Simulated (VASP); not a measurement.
The system is Si2W.

```xyz
3
Lattice="-1.6069 1.6069 3.9150 1.6069 -1.6069 3.9150 1.6069 1.6069 -3.9150" Properties=species:S:1:pos:R:3 pbc="T T T"
W     0.0000    0.0000    0.0000
Si    0.0000    0.0000    5.2092
Si    0.0000    0.0000    2.6207
```

| Quantity | Value |
| --- | --- |
| Program | VASP 6.6.1 |
| Task | relaxation of cell and atoms |
| Functional | revPBE |
| Dispersion | D3(BJ) |
| Potentials or basis | VASP PAW PBE potentials, release 64 (W_sv, Si) |
| Cutoff | 600 eV |
| k mesh | 12 × 12 × 12 |
| Occupations | fermi-dirac, width 0.05 eV |
| Spin | no spin polarisation |

At the start: pressure -8.2 GPa; volume 13.48 Å³/atom.

Q: Where does the relaxation end?

A: Over 7 steps the energy falls by 13.2 meV/atom and the volume is 12.99 Å³/atom (-3.6 %); space group I4/mmm (No. 139, to 0.05 Å).

Step by step:
| step | energy change (eV) | largest force (eV/Å) | pressure (GPa) | volume (Å³) |
| --- | --- | --- | --- | --- |
| 1 | 0.0000 | 0.0777 | -8.18 | 40.44 |
| 2 | 0.0958 | 0.2867 | 18.65 | 36.54 |
| 3 | -0.0381 | 0.1495 | -0.09 | 39.03 |
| 4 | -0.0381 | 0.1509 | 0.09 | 39.00 |
| 5 | -0.0394 | 0.0078 | 0.02 | 38.97 |
| 6 | -0.0395 | 0.0305 | 0.02 | 38.97 |
| 7 | -0.0395 | 0.0078 | -0.03 | 38.98 |

Final structure:
```yaml
crystal:
  lattice:
    - [-1.58518, 1.58518, 3.87836]
    - [1.58518, -1.58518, 3.87836]
    - [1.58518, 1.58518, -3.87836]
  atoms:
    - { symbol: W, position: [0.00000, 0.00000, 0.00000] }
    - { symbol: Si, position: [0.66637, 0.66637, 0.00000] }
    - { symbol: Si, position: [0.33363, 0.33363, 0.00000] }
```

Caveat: the PAW data sets were made with another functional, which shifts forces and pressure a little; pairwise dispersion overbinds metals, which lowers pressure and volume.
